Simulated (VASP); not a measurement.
Wanted: the native input for a VASP 6.6.1 run.

```yaml
Task: single point
Functional: PBE
Potentials_or_basis: VASP PAW PBE potentials, release 64 (C)
Cutoff: 520 eV
k_mesh: 18 × 18 × 6
Occupations: gaussian, width 0.15 eV
Spin: no spin polarisation
Dipole_correction: no
Further_INCAR_settings: ALGO = Normal; EDIFF = 1e-07; NBANDS = 16
```

The structure of C lies in POSCAR:

```
C
1.0
    2.6391797485      0.0000000000      0.0000000000
   -1.3195898742      2.1360716891      0.0000000000
    0.0000000000      0.0000000000      8.5653080463
C
4
Direct
   -0.0576914494      0.0000000000      0.0025000000
    0.0576914494      0.0000000000      0.5025000000
    0.2756407870      0.6666666667      0.0025000000
    0.7243592130      0.3333333333      0.5025000000
```

This cell differs from its parent crystal: atoms displaced along a vibrational mode, the cell strained.

The input as run:

INCAR

```
SYSTEM = C
ALGO     = Normal         ! electronic algorithm
EDIFF    = 1E-7           ! SCF threshold, eV
ENCUT    = 520            ! plane-wave cutoff, eV
GGA      = PE             ! functional
ISIF     = 2              ! what is computed and relaxed
ISMEAR   = 0              ! smearing method
LASPH    = .TRUE.         ! aspherical terms in the spheres
LCHARG   = .FALSE.        ! write CHGCAR
LREAL    = .FALSE.        ! projectors in reciprocal space
LWAVE    = .FALSE.        ! write WAVECAR
NBANDS   = 16             ! bands
NELM     = 60             ! most SCF steps
PREC     = Accurate       ! precision mode
SIGMA    = 0.15           ! smearing width, eV
```

KPOINTS

```
k-points
0
G
  18 18 6
  0 0 0
```

Potentials or basis: VASP PAW PBE potentials, release 64 (C).

Run with:

```bash
$ cat potpaw_PBE.64/C/POTCAR > POTCAR
$ mpirun -np 1 vasp_std > vasp.out
```

Results of the run:

```
Pressure      : -17.7 GPa
Largest force : 0.344 eV/Å
```

Caveat: the cell differs from its parent crystal (atoms displaced along a vibrational mode, the cell strained); the stress differs along the axes, from -46 to 0 GPa; this functional lacks dispersion, which binds layers or chains, so the pressure and a relaxed spacing across them are unreliable.

It took 12 min on 1 thread of Intel Xeon 8259CL (shared host), peak memory 0.45 GiB.
